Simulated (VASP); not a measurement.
A run of VASP 6.6.1 is set up as follows.

The input INCAR:

```
SYSTEM = Sc12F
PREC = Accurate
ENCUT = 520
EDIFF = 1E-6
ISMEAR = 0
SIGMA = 0.05
LREAL = .False.
LASPH = .True.
NELM = 80
ALGO = Normal
ISIF = 2
LWAVE = .False.
LCHARG = .False.
GGA = PE
NBANDS = 82
```

File KPOINTS:

```
regular mesh
0
Gamma
  3 2 3
  0 0 0
```

POSCAR

```
Sc12F
1.0
    6.6200000000      0.0000000000      0.0000000000
   -4.9650000000      8.5996320000      0.0000000000
    0.0000000000      0.0000000000      5.2761400000
Sc F
12 1
Direct
   -0.0185503714     -0.0065003944     -0.0039695687
    0.1604562325      0.2324721569      0.5069979189
   -0.0016560999      0.3325908597      0.0016208819
    0.1645113148      0.5550094469      0.4976932000
    0.0011268555      0.6699473884     -0.0022069164
    0.1552608891      0.8737252943      0.5047987733
    0.5067891533     -0.0096098298     -0.0046731133
    0.6857787466      0.2302540388      0.5059594704
    0.5157427410      0.3536283878     -0.0047764085
    0.6704401721      0.5601802496      0.4979831847
    0.5031447812      0.6681819641     -0.0055631579
    0.6626263091      0.8842999328      0.5002228902
    0.3301291807      0.1093444464      0.4147336879
```

Potentials or basis: VASP PAW PBE potentials, release 64 (Sc_sv, F).

Launch:

```bash
$ cat potpaw_PBE.64/Sc_sv/POTCAR potpaw_PBE.64/F/POTCAR > POTCAR
$ mpirun -np 1 vasp_std > vasp.out
```

Q: Predict the largest force.

A: 0.998 eV/Å.

Q: Predict the pressure.

A: 1.5 GPa.

Q: Estimate the band gap on the k mesh.

A: Zero (an odd number of electrons rules out a gap without spin polarisation).

Forces in eV/Å, atoms in the order of the input:
```
Sc   0.034  0.029  0.040
Sc  -0.006 -0.008  0.181
Sc   0.002  0.006  0.105
Sc  -0.002 -0.008  0.058
Sc   0.003 -0.014  0.062
Sc   0.008  0.011  0.159
Sc  -0.024  0.036  0.029
Sc   0.006 -0.023  0.166
Sc  -0.003 -0.060  0.026
Sc   0.003 -0.001  0.061
Sc  -0.009  0.000  0.019
Sc  -0.002  0.021  0.090
F   -0.012  0.012 -0.998
```

Caveat: the k points lie up to 0.40 Å⁻¹ apart, too coarse for converged energies and pressures of a metal; an odd number of electrons without spin polarisation forces a metal; a magnetic or distorted state may lie lower.
